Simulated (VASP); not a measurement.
# H5CCl in VASP: notebook, part 2 of 3

VASP 6.6.1. The steps go on from the part before.

### Step 3. Single point, PBE+D3(BJ)

INCAR

```
PREC = Accurate
ENCUT = 520
EDIFF = 1E-6
ISMEAR = -1
SIGMA = 0.05
LREAL = Auto
LASPH = T
NELM = 80
ALGO = Normal
ISIF = 2
LWAVE = F
LCHARG = F
GGA = PE
IVDW = 12
NBANDS = 63
```

KPOINTS

```
Automatic mesh
0
Gamma
  1 1 1
```

POSCAR

```
H5CCl
1.0
    8.5589900000      0.0000000000      0.0000000000
    0.0000000000      8.5589900000      0.0000000000
    0.0000000000      0.0000000000      8.5589900000
C H Cl
5 25 5
Direct
    0.4848469270     -0.0159598270      0.3692842263
    0.1945907169      0.6412555687      0.2076296385
    0.8526707006      0.7808164281      0.8440715552
    1.0208564328      0.0565370447      0.2302958643
    0.7452398005      0.2773458083      0.5906771710
    0.4973133512      0.0762005797      0.4442346585
    0.3811898367     -0.0812946387      0.3607084481
    0.5570867591     -0.1225144556      0.4237649536
    0.5248516472      0.0103984232      0.2514782702
    0.3042298215      0.6950235951      0.2445031482
    0.1334503253      0.6973720030      0.1063443233
    0.1024887282      0.6710020692      0.2929434431
    0.1910973141      0.5182387174      0.1638744758
    0.8822302632      0.6625197599      0.7877214484
    0.8824405683      0.7487565706      0.9631977605
    0.7212182746      0.8112055278      0.8584073588
    0.9160076130      0.8746475928      0.7745656906
    0.9896261124      0.0481014699      0.1099428788
    1.1366177551      0.0844024821      0.2514782702
    0.9945799680     -0.0260077416      0.3092537788
    0.9472846679      0.1489778584      0.2677418714
    0.8014263365      0.3852791042      0.6129227865
    0.6310440835      0.2745651064      0.5297704519
    0.7350049480      0.2125951777      0.6996386256
    0.8361383761      0.2000937026      0.5307518761
    0.1446081839      0.3435335244      1.0239292253
    0.5728129137      0.5851858689     -0.0447365869
    0.4369090278      0.0877206306      0.8926170027
    0.3122214186      0.5154696991      0.5995099889
    0.8785499224      0.6633843479      0.5318267693
    0.1613508136      0.2966705184      0.8690277708
    0.5924998160      0.4640383971      0.0628695676
    0.4130978071     -0.0151302899      0.7949886610
    0.3815987634      0.6520979695      0.6353553398
    0.8595406701      0.7261370793      0.3867979750
```

Potentials or basis: VASP PAW PBE potentials, release 64 (C, H, Cl).

Started as:

```sh
> cat potpaw_PBE.64/C/POTCAR potpaw_PBE.64/H/POTCAR potpaw_PBE.64/Cl/POTCAR > POTCAR
> mpirun -np 1 vasp_gam > vasp.out
```

OUTCAR:

```text
PREC = Accurate
   ENCUT = 520
   EDIFF = 1E-6
   ISMEAR = -1
   LREAL = Auto
   LASPH = T
   NELM = 80
   ISIF = 2
   GGA = PE
   IVDW = 12
 IVDW          = 12

 ion  position               nearest neighbor table
   1  0.485  0.984  0.369-   6 1.02   7 1.05   9 1.09   8 1.20
   2  0.195  0.641  0.208-  10 1.09  12 1.10  13 1.12  11 1.12
   3  0.853  0.781  0.844-  15 1.09  17 1.14  14 1.15  16 1.16
   4  0.021  0.057  0.230-  20 1.00  19 1.04  21 1.06  18 1.07
   5  0.745  0.277  0.591-  22 1.06  24 1.09  23 1.11  25 1.14
   6  0.497  0.076  0.444-   1 1.02
[... 328 lines left out ...]
  Total       0.54846    -0.78012    -2.95432     3.75274     3.61306    -1.27259
  in kB       1.40147    -1.99344    -7.54920     9.58941     9.23249    -3.25186
  external pressure =       -2.71 kB  Pullay stress =        0.00 kB

 VOLUME and BASIS-vectors are now :
 -----------------------------------------------------------------------------
  energy-cutoff  :      520.00
  volume of cell :      627.00
      direct lattice vectors                 reciprocal lattice vectors
     8.558990000  0.000000000  0.000000000     0.116836215  0.000000000  0.000000000
     0.000000000  8.558990000  0.000000000     0.000000000  0.116836215  0.000000000
     0.000000000  0.000000000  8.558990000     0.000000000  0.000000000  0.116836215

 POSITION                                       TOTAL-FORCE (eV/Angst)
 -----------------------------------------------------------------------------------
      4.14980      8.42239      3.16070         2.436688     -4.226769     -0.694135
      1.66550      5.48850      1.77710        -1.917193      0.346930     -1.075240
      7.29800      6.68300      7.22440        -1.035563     -0.726860     -0.843378
      0.17851      0.48390      1.97110        -0.714531      2.278538     -1.431937
      6.37850      2.37380      5.05560         0.692247     -2.666631     -0.588398
      4.25650      0.65220      3.80220        -0.350160      2.086339      1.708408
[... 27 lines left out ...]
      3.26610      5.58130      5.43800        -0.677204     -1.516254     -0.377535
      7.35680      6.21500      3.31060        -0.284717     -0.829965      1.989502
 -----------------------------------------------------------------------------------
    total drift:                               -0.010988     -0.009807     -0.006502

  FREE ENERGIE OF THE ION-ELECTRON SYSTEM (eV)
  ---------------------------------------------------
  free  energy   TOTEN  =      -149.5030194990 eV

  energy  without entropy=     -149.5030194989  energy(sigma->0) =     -149.50301950
```

OSZICAR:

```text
N       E                     dE             d eps       ncg     rms          rms(c)
DAV:   1     0.595928374746E+03    0.59593E+03   -0.34549E+04   126   0.106E+03
DAV:   2    -0.687287259100E+02   -0.66466E+03   -0.61867E+03   157   0.220E+02
DAV:   3    -0.163815604343E+03   -0.95087E+02   -0.94429E+02   164   0.905E+01
[... 11 lines left out ...]
DAV:  15    -0.148398351263E+03    0.27382E-04   -0.50435E-05   148   0.298E-02    0.231E-02
DAV:  16    -0.148398339608E+03    0.11655E-04   -0.15843E-05   164   0.235E-02    0.778E-03
DAV:  17    -0.148398337976E+03    0.16324E-05   -0.10101E-05   156   0.116E-02    0.464E-03
DAV:  18    -0.148398336796E+03    0.11795E-05   -0.16314E-06   116   0.522E-03    0.194E-03
DAV:  19    -0.148398336712E+03    0.84021E-07   -0.40162E-07   116   0.237E-03
   1 F= -.14950302E+03 E0= -.14950302E+03  d E =-.906131E-10
```

stdout:

```text
POSCAR found type information on POSCAR C H Cl
 POSCAR found :  3 types and      35 ions
 scaLAPACK will be used
 LDA part: xc-table for (Slater+PW92), standard interpolation
 POSCAR, INCAR and KPOINTS ok, starting setup
 FFT: planning ... GRIDC
 FFT: planning ... GRID_SOFT
 FFT: planning ... GRID
 WAVECAR not read
 entering main loop
```

Wall time 2 min (1 thread of AMD EPYC 7R13, shared host); peak memory 0.5 GiB.

Results:

```
Free energy                : -149.5030 eV
Pressure                   : -0.3 GPa
Largest force              : 4.928 eV/Å
Band gap on the k mesh     : 5.01 eV
Dispersion energy per atom : -0.032 eV
```

Forces on the atoms (eV/Å):
```
C    2.437 -4.227 -0.694
C   -1.917  0.347 -1.075
C   -1.036 -0.727 -0.843
C   -0.715  2.279 -1.432
C    0.692 -2.667 -0.588
H   -0.350  2.086  1.708
H   -2.063  0.183  0.077
H   -0.380  1.994 -1.071
H    0.325  0.011 -0.108
H    0.181 -0.362 -0.497
H    1.062  0.393  0.067
H    0.597 -0.873  0.287
H    0.560  0.353  1.023
H   -0.960  1.143  0.017
H    0.892  0.888  0.444
H    1.514 -0.599 -0.906
H   -0.394 -0.721  1.288
H    0.086 -0.982 -0.887
H    2.277  0.792 -0.057
H   -1.021 -3.372  1.695
H   -0.519  1.509  0.559
H    0.056  1.337  0.065
H    0.633  0.420  0.091
H   -0.373  0.149  0.539
H   -0.987  0.802 -0.057
H    0.236 -0.620 -2.227
H    0.241 -1.821  1.535
H    0.295  1.426  1.284
H    0.688  1.326  0.374
H   -0.275  0.732 -1.646
Cl  -0.327  0.693  2.203
Cl  -0.257  1.786 -1.585
Cl  -0.238 -1.332 -1.195
Cl  -0.677 -1.516 -0.378
Cl  -0.285 -0.830  1.990
```

Caveat: the k points lie up to 0.73 Å⁻¹ apart.

[end of part 2 of 3]
